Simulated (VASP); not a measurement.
Write the native input for VASP 6.6.1 that does the following.

| Quantity | Value |
| --- | --- |
| Task | single point |
| Functional | PBEsol |
| Potentials or basis | VASP PAW PBE potentials, release 64 (Mo_sv, S) |
| Cutoff | 520 eV |
| k mesh | 12 × 12 × 4 |
| Occupations | methfessel-paxton, width 0.136 eV |
| Spin | no spin polarisation |
| Dipole correction | no |
| Further INCAR settings | ALGO = Normal; EDIFF = 1e-06; NBANDS = 35 |

The structure of MoS2 lies in POSCAR:

```
MoS2
1.0
    3.0376811875      0.0000000000      0.0000000000
   -1.5188405938      2.6307090769      0.0000000000
    0.0000000000      0.0000000000     12.1542854351
Mo S
2 4
Direct
    0.3333333333      0.6666666667      0.2500000000
    0.6666666667      0.3333333333      0.7500000000
    0.3333333333      0.6666666667      0.6259932117
    0.6666666667      0.3333333333      0.1259932117
    0.3333333333      0.6666666667      0.8740067883
    0.6666666667      0.3333333333      0.3740067883
```

One way to write it, as run:

INCAR

```
SYSTEM = MoS2
  PREC = Accurate
  ENCUT = 520
  EDIFF = 1E-6
  ISMEAR = 1
  SIGMA = 0.136
  LREAL = .FALSE.
  LASPH = .TRUE.
  NELM = 80
  ALGO = Normal
  ISIF = 2
  LWAVE = .FALSE.
  LCHARG = .TRUE.
  GGA = PS
  LELF = .TRUE.
  LVHAR = .TRUE.
  NBANDS = 35
```

KPOINTS

```
regular mesh
0
G
  12 12 4
  0 0 0
```

Potentials or basis: VASP PAW PBE potentials, release 64 (Mo_sv, S).

Run with:

```console
$ cat potpaw_PBE.64/Mo_sv/POTCAR potpaw_PBE.64/S/POTCAR > POTCAR
$ mpirun -np 1 vasp_std > vasp.out
```

It gave:

```
Pressure               : 19.3 GPa
Largest force          : 1.965 eV/Å
Band gap on the k mesh : 0.92 eV (least direct gap 1.99 eV)
```

Caveat: the cell stands under pressure; the PAW data sets were made with another functional, which shifts forces and pressure a little; this functional lacks dispersion, which binds the layers, so the pressure and a relaxed spacing across them are unreliable.

Run time: 120 s on 1 thread of AMD EPYC 9R45 96-Core Processor (Zen 5), on a shared host, peak memory 0.27 GiB.
